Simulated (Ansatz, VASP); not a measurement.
**Two plane-wave programs on ZrB2**

```xyz
3
Lattice="3.2117 0.0000 0.0000 -1.6059 2.7814 0.0000 0.0000 0.0000 3.5795" Properties=species:S:1:pos:R:3 pbc="T T T"
Zr    0.0000    0.0000    0.0000
B     0.0000    1.8543    1.7897
B     1.6059    0.9271    1.7897
```

Alike in both runs: task single point; functional PBEsol; k mesh 10 × 10 × 8; occupations methfessel-paxton of order 1, width 0.15 eV; no spin polarisation.

```csv
,VASP,Ansatz
version,VASP 6.6.1,Ansatz 0.2.0
potentials or method,"VASP PAW PBE potentials, release 64 (Zr_sv, B), cutoff 520 eV","plane waves, PAW"
valence electrons in the cell,18,18
```

|  | VASP | Ansatz | Ansatz less VASP |
| --- | --- | --- | --- |
| pressure (GPa) | -12.3 | -12.6 | -0.29 |
| traceless stress, the component that is largest in VASP (GPa) | 0.55 | 0.56 | +0.011 |

VASP's potentials were made for PBE, not for PBEsol. Ansatz's warnings: stress scf threshold loose.
